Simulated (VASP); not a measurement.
# TaHO2 (P-6m2) in VASP: notebook

Runs on TaHO2. Level: PBE. Tasks: single point.

Everything below comes from runs of VASP 6.6.1. Logs are shortened: lines on timing, memory, paths and dates and some standing lists are left out, and cuts for length are marked.

**1. The cell of the first run**

Symmetry: P-6m2, No. 187, hexagonal system. The conventional cell has a = 3.004 Å, b = 3.004 Å, c = 4.783 Å, α = 90.00°, β = 90.00°, γ = 120.00°. Ta (site symmetry -6m2) has 6 O at 2.16 Å and 6 H at 2.95 Å and 6 Ta at 3.00 Å within 3.1 Å. H (site symmetry -6m2) has 6 O at 2.05 Å within 2.7 Å. Within 2.7 Å of O (site symmetry 3m) lie 3 H at 2.05 Å and 3 Ta at 2.16 Å and 2 O at 2.20 to 2.58 Å.

**2. Single point, PBE**

Contents of INCAR:

```
PREC = Accurate
ENCUT = 520
EDIFF = 1E-6
ISMEAR = 0
SIGMA = 0.1
LREAL = F
LASPH = T
NELM = 100
ALGO = Normal
ISIF = 2
LWAVE = F
LCHARG = F
GGA = PE
NBANDS = 20
```

Contents of KPOINTS:

```
Automatic mesh
0
Gamma
  6 6 4
```

Contents of POSCAR:

```
TaHO2
1.0
    3.0042465600      0.0000000000      0.0000000000
   -1.5021232800      2.6017538400      0.0000000000
    0.0000000000      0.0000000000      4.7825838000
Ta H O
1 1 2
Direct
    0.3333333300      0.6666666700      0.0000000000
    0.6666666700      0.3333333300      0.5000000000
    0.0000000000      0.0000000000      0.2699988000
    0.0000000000      0.0000000000      0.7300012000
```

Potentials or basis: VASP PAW PBE potentials, release 64 (Ta_pv, H, O).

Command:

```console
$ cat potpaw_PBE.64/Ta_pv/POTCAR potpaw_PBE.64/H/POTCAR potpaw_PBE.64/O/POTCAR > POTCAR
$ mpirun -np 1 vasp_std > vasp.out
```

OUTCAR:

```text
PREC = Accurate
   ENCUT = 520
   EDIFF = 1E-6
   ISMEAR = 0
   LREAL = F
   LASPH = T
   NELM = 100
   ISIF = 2
   GGA = PE

 ion  position               nearest neighbor table
   1  0.333  0.667  0.000-   3 2.16   4 2.16   3 2.16   4 2.16   3 2.16   4 2.16
   2  0.667  0.333  0.500-
   3  0.000  0.000  0.270-   1 2.16   1 2.16   1 2.16
   4  0.000  0.000  0.730-   1 2.16   1 2.16   1 2.16

  LATTYP: Found a hexagonal cell.
 ALAT       =     3.0042465600
 C/A-ratio  =     1.5919411754

  Lattice vectors:

 A1 = (   3.0042465600,   0.0000000000,   0.0000000000)
 A2 = (  -1.5021232800,   2.6017538400,   0.0000000000)
 A3 = (   0.0000000000,   0.0000000000,   4.7825838000)

Analysis of symmetry for initial positions (statically):
=====================================================================
 Subroutine PRICEL returns:
 Original cell was already a primitive cell.

 Routine SETGRP: Setting up the symmetry group for a
 hexagonal supercell.

 Subroutine GETGRP returns: Found 12 space group operations
 (whereof 12 operations were pure point group operations)
 out of a pool of 24 trial point group operations.

The static configuration has the point symmetry D_3h.

Analysis of symmetry for dynamics (positions and initial velocities):
=====================================================================
 Subroutine PRICEL returns:
 Original cell was already a primitive cell.

 Routine SETGRP: Setting up the symmetry group for a
 hexagonal supercell.

 Subroutine GETGRP returns: Found 12 space group operations
 (whereof 12 operations were pure point group operations)
 out of a pool of 24 trial point group operations.

The dynamic configuration has the point symmetry D_3h.

 Subroutine INISYM returns: Found 12 space group operations
 (whereof 12 operations are pure point group operations),
 and found     1 'primitive' translations

----------------------------------------------------------------------------------------

                                     Primitive cell

  volume of cell :      37.3822

  direct lattice vectors                    reciprocal lattice vectors
     3.004246560  0.000000000  0.000000000     0.332862160  0.192178058  0.000000000
    -1.502123280  2.601753840  0.000000000     0.000000000  0.384356116  0.000000000
     0.000000000  0.000000000  4.782583800     0.000000000  0.000000000  0.209091998

  length of vectors
     3.004246560  3.004246560  4.782583800     0.384356116  0.384356116  0.209091998

  position of ions in fractional coordinates (direct lattice)
     0.333333330  0.666666670  0.000000000
     0.666666670  0.333333330  0.500000000
     0.000000000  0.000000000  0.269998800
     0.000000000  0.000000000  0.730001200

  ion indices of the primitive-cell ions
   primitive index   ion index
                 1           1
                 2           2
                 3           3
                 4           4

----------------------------------------------------------------------------------------

 KPOINTS: Automatic mesh

Automatic generation of k-mesh.
 Grid dimensions read from file:
 generate k-points for:    6    6    4

 Generating k-lattice:

  Cartesian coordinates                     Fractional coordinates (reciprocal lattice)
     0.055477027  0.032029676  0.000000000     0.166666667 -0.000000000  0.000000000
     0.000000000  0.064059353  0.000000000     0.000000000  0.166666667  0.000000000
     0.000000000  0.000000000  0.052272999     0.000000000  0.000000000  0.250000000

  Length of vectors
     0.064059353  0.064059353  0.052272999

  Shift w.r.t. Gamma in fractional coordinates (k-lattice)
     0.000000000  0.000000000  0.000000000

 Subroutine IBZKPT returns following result:
 ===========================================

 Found     21 irreducible k-points:

 Following reciprocal coordinates:
            Coordinates               Weight
  0.000000  0.000000  0.000000      1.000000
  0.166667  0.000000  0.000000      6.000000
  0.333333  0.000000  0.000000      6.000000
  0.500000  0.000000  0.000000      3.000000
  0.166667  0.166667  0.000000      6.000000
  0.333333  0.166667  0.000000     12.000000
[... 13 lines left out ...]
  0.333333  0.166667  0.500000     12.000000
  0.333333  0.333333  0.500000      2.000000
   k-points           NKPTS =     21   k-points in BZ     NKDIM =     21   number of bands    NBANDS=     20
   number of dos      NEDOS =    301   number of ions     NIONS =      4
   total plane-waves  NPLWV =  20736
   dimension x,y,z NGX =    24 NGY =   24 NGZ =   36
   dimension x,y,z NGXF=    48 NGYF=   48 NGZF=   72
   ions per type =               1   1   2
   NGX,Y,Z   is equivalent  to a cutoff of  13.28, 13.28, 12.51 a.u.
   NGXF,Y,Z  is equivalent  to a cutoff of  26.56, 26.56, 25.03 a.u.
 SYSTEM =  unknown system
   PREC   = accura    normal or accurate (medium, high low for compatibility)
   ISTART =      0    job   : 0-new  1-cont  2-samecut
   ICHARG =      2    charge: 1-file 2-atom 10-const
   ISPIN  =      1    spin polarized calculation?
   LNONCOLLINEAR =      F non collinear calculations
   LSORBIT =      F    spin-orbit coupling
   LASPH  =      T    aspherical Exc in radial PAW
   ENCUT  =  520.0 eV  38.22 Ry    6.18 a.u.   5.59  5.59  8.89*2*pi/ulx,y,z
   NELM   =    100;   NELMIN=  2; NELMDL= -5     # of ELM steps
   EDIFF  = 0.1E-05   stopping-criterion for ELM
   LREAL  =      F    real-space projection
   EDIFFG = 0.1E-04   stopping-criterion for IOM
   NSW    =      0    number of steps for IOM
   IBRION =     -1    ionic relax: 0-MD 1-quasi-New 2-CG
   NFREE  =      0    steps in history (QN), initial steepest desc. (CG)
   ISIF   =      2    stress and relaxation
   ISYM   =      2    0-nonsym 1-usesym 2-fastsym
   POTIM  = 0.5000    time-step for ionic-motion
   TEBEG  =    0.0;   TEEND  =   0.0 temperature during run
   PSTRESS=    0.0 pullay stress
   NELECT =      24.0000    total number of electrons
   NUPDOWN=      -1.0000    fix difference up-down
   EMIN   =  10.00;   EMAX   =-10.00  energy-range for DOS
   EFERMI =   0.00;   METHOD = LEGACY
   ISMEAR =     0;   SIGMA  =   0.10  broadening in eV -4-tet -1-fermi 0-gaus
   EFERMI_NEDOS =   21; number of points for ismear=-14 and -15
   IALGO  =     38    algorithm
   IMIX   =      4    mixing-type and parameters
     AMIX     =   0.40;   BMIX     =  1.00
     AMIX_MAG =   1.60;   BMIX_MAG =  1.00
  volume/ion in A,a.u.               =       9.35        63.07
  Fermi-wavevector in a.u.,A,eV,Ry     =   1.412290  2.668841 27.137666  1.994562
  Thomas-Fermi vector in A             =   2.534054
   LORBIT       =      0    0 simple, 1 ext, 2 COOP (PROOUT), +10 PAW based schemes
   GGA     = PE    functional components
   LHFCALC =     F    Hartree Fock is set to
   AEXX    =    0.0000 exact exchange contribution
   IVDW    =     0    specifies the selected vdW correction
   LEPSILON=     F    determine dielectric tensor
   LRPA    =     F    only Hartree local field effects (RPA)
 non-spin polarized calculation
 Gauss-broadening in eV      SIGMA  =   0.10
  energy-cutoff  :      520.00
  volume of cell :       37.38
 maximum number of plane-waves:      1026
 NGX is ok and might be reduce to    24
   NGX = 11   NGY = 11   NGZ = 17

 number of electron      24.0000005 magnetization

 Free energy of the ion-electron system (eV)
  ---------------------------------------------------
  ext. energy  EPLUGINS =         0.00000000
  ---------------------------------------------------
  free energy    TOTEN  =       -28.63010919 eV

  energy without entropy =      -28.62116226  energy(sigma->0) =      -28.62563573

 E-fermi :   4.9649     XC(G=0): -11.8022

 val. band max:        4.9425315161   @ k =   0.1667   0.0000   0.0000
 cond. band min:       4.9764960142   @ k =   0.5000   0.0000   0.5000
 fundamental gap:      0.0339644981
 Fermi energy:         4.9649137075

 k-point     1 :       0.0000    0.0000    0.0000
  band No.  band energies     occupation
      1     -30.4382      2.00000
      2     -29.7432      2.00000
      3     -29.7432      2.00000
      4     -15.5713      2.00000
      5     -13.3282      2.00000
      6      -3.6569      2.00000
[... 12 lines left out ...]
     19      13.4674      0.00000
     20      18.1199      0.00000

 k-point     2 :       0.1667    0.0000    0.0000
  band No.  band energies     occupation
      1     -30.3907      2.00000
      2     -29.9685      2.00000
      3     -29.7900      2.00000
      4     -15.2638      2.00000
      5     -13.4102      2.00000
      6      -3.2410      2.00000
[... 12 lines left out ...]
     19      15.1912      0.00000
     20      18.1201      0.00000

 k-point     3 :       0.3333    0.0000    0.0000
  band No.  band energies     occupation
      1     -30.3934      2.00000
      2     -30.2940      2.00000
      3     -29.8824      2.00000
      4     -14.6609      2.00000
      5     -13.5749      2.00000
      6      -3.1263      2.00000
[... 12 lines left out ...]
     19      17.4595      0.00000
     20      17.9021      0.00000

 k-point     4 :       0.5000    0.0000    0.0000
  band No.  band energies     occupation
      1     -30.5946      2.00000
      2     -30.2449      2.00000
      3     -29.9280      2.00000
      4     -14.3628      2.00000
      5     -13.6582      2.00000
      6      -3.3360      2.00000
[... 360 lines left out ...]
 k-point    20 :       0.3333    0.1667    0.5000
  band No.  band energies     occupation
      1     -30.4903      2.00000
      2     -30.2472      2.00000
      3     -30.0415      2.00000
      4     -14.3574      2.00000
      5     -13.6905      2.00000
      6      -2.5211      2.00000
[... 12 lines left out ...]
     19      14.7224      0.00000
     20      17.3461      0.00000

 k-point    21 :       0.3333    0.3333    0.5000
  band No.  band energies     occupation
      1     -30.3987      2.00000
      2     -30.2665      2.00000
      3     -30.2223      2.00000
      4     -14.3520      2.00000
      5     -13.5472      2.00000
      6      -2.9776      2.00000
[... 12 lines left out ...]
     19      16.1289      0.00000
     20      17.8316      0.00000

------------------------ aborting loop because EDIFF is reached ----------------------------------------

  FORCE on cell =-STRESS in cart. coord.  units (eV):
  Direction    XX          YY          ZZ          XY          YZ          ZX
  --------------------------------------------------------------------------------------
  -------------------------------------------------------------------------------------
  Total       -3.4655812     -3.4655812      3.2216476      0.0000000     -0.0000000      0.0000000
  in kB     -148.5327776   -148.5327775    138.0779264      0.0000000     -0.0000000      0.0000000
  external PRESSURE =     -52.9958762 kB  Pullay stress =       0.0000000 kB

 VOLUME and BASIS-vectors are now :
 -----------------------------------------------------------------------------
  energy-cutoff  :      520.00
  volume of cell :       37.38
      direct lattice vectors                 reciprocal lattice vectors
     3.004246560  0.000000000  0.000000000     0.332862160  0.192178058  0.000000000
    -1.502123280  2.601753840  0.000000000     0.000000000  0.384356116  0.000000000
     0.000000000  0.000000000  4.782583800     0.000000000  0.000000000  0.209091998

 POSITION                                       TOTAL-FORCE (eV/Angst)
 -----------------------------------------------------------------------------------
     -0.00000      1.73450      0.00000         0.000000     -0.000000      0.000000
      1.50212      0.86725      2.39129        -0.000000      0.000000      0.000000
      0.00000      0.00000      1.29129        -0.000000      0.000000     -2.313697
      0.00000      0.00000      3.49129        -0.000000      0.000000      2.313697
 -----------------------------------------------------------------------------------
    total drift:                                0.000002     -0.000001      0.000000

  FREE ENERGIE OF THE ION-ELECTRON SYSTEM (eV)
  ---------------------------------------------------
  free  energy   TOTEN  =       -28.6301091882 eV

  energy  without entropy=      -28.6211622646  energy(sigma->0) =      -28.62563573
```

Wall time 6.3 s (1 thread of Intel Xeon 6975P-C (Granite Rapids), shared host); peak memory 0.16 GiB.

Results:

```
Free energy            : -28.6301 eV
Pressure               : -5.3 GPa
Largest force          : 2.314 eV/Å
Band gap on the k mesh : zero (bands 12 and 13 overlap by 0.37 eV)
```

Forces on the atoms (eV/Å):
```
Ta   0.000  0.000  0.000
H    0.000  0.000  0.000
O    0.000  0.000 -2.314
O    0.000  0.000  2.314
```

Stress tensor (GPa, compression positive):
```
-14.85   0.00   0.00
  0.00 -14.85   0.00
  0.00   0.00  13.81
```

Caveat: the k points lie up to 0.40 Å⁻¹ apart; spin-orbit coupling is left out, which moves the levels of the heavy elements; forces of over 1 eV/Å act on the atoms, so gaps and moduli don't describe the material at rest.

**3. Single point, PBE**

This run uses another cell than the first one, of 10.52 Å³/atom.

Contents of INCAR:

```
SYSTEM = TaHO2
ALGO = Normal
EDIFF = 1E-6
ENCUT = 520
GGA = PE
ISIF = 2
ISMEAR = 0
LASPH = .True.
LCHARG = .True.
LELF = .True.
LREAL = .False.
LVHAR = .True.
LWAVE = .False.
NBANDS = 20
NELM = 80
PREC = Accurate
SIGMA = 0.1
```

Contents of KPOINTS:

```
k-points
0
Gamma
  6 6 4
  0 0 0
```

Contents of POSCAR:

```
TaHO2
1.0
    2.9404304558      0.0000000000      0.0000000000
   -1.4702152279      2.5464874728      0.0000000000
    0.0000000000      0.0000000000      5.6200090400
Ta H O
1 1 2
Direct
    0.3333333333      0.6666666667      0.0000000000
    0.6666666667      0.3333333333      0.5000000000
    0.0000000000      0.0000000000      0.2195824288
    0.0000000000      0.0000000000      0.7804175712
```

Potentials or basis: VASP PAW PBE potentials, release 64 (Ta_pv, H, O).

Command:

```console
$ cat potpaw_PBE.64/Ta_pv/POTCAR potpaw_PBE.64/H/POTCAR potpaw_PBE.64/O/POTCAR > POTCAR
$ mpirun -np 1 vasp_std > vasp.out
```

Run time: 8.1 s. Hardware: 1 thread of Intel Xeon 6975P-C (Granite Rapids), shared host; peak memory 0.16 GiB.

Results (log left out):

```yaml
Free_energy: -29.2892 eV
Pressure: 0.8 GPa
Largest_force: 0.102 eV/Å
Band_gap_on_the_k_mesh: zero (bands 12 and 13 overlap by 0.78 eV)
```

Forces in eV/Å, atoms in the order of the input:
```
Ta   0.000  0.000  0.000
H    0.000  0.000  0.000
O    0.000  0.000  0.102
O    0.000  0.000 -0.102
```

Levels at points of the mesh, in eV from the Fermi level:
| k point | band 8 | band 9 | band 10 | band 11 | band 12 | band 13 | band 14 | band 15 | band 16 | band 17 |
| --- | --- | --- | --- | --- | --- | --- | --- | --- | --- | --- |
| (0.00, 0.00, 0.00) | -4.94 | -3.81 | -3.81 | -2.69 | -1.61 | 2.01 | 3.31 | 3.31 | 4.16 | 4.48 |
| (0.50, 0.00, 0.00) | -5.52 | -5.12 | -3.58 | -2.79 | -0.69 | 0.63 | 4.58 | 4.86 | 5.57 | 6.57 |
| (0.00, 0.00, 0.50) | -4.92 | -4.92 | -3.84 | -3.84 | 0.68 | 1.54 | 3.30 | 3.35 | 3.35 | 4.45 |
| (0.50, 0.00, 0.50) | -5.16 | -5.15 | -3.67 | -3.52 | -0.02 | 0.63 | 4.48 | 4.63 | 5.59 | 6.51 |

Caveat: the k points lie up to 0.41 Å⁻¹ apart, too coarse for converged energies and pressures of a metal; spin-orbit coupling is left out, which moves the levels of the heavy elements.
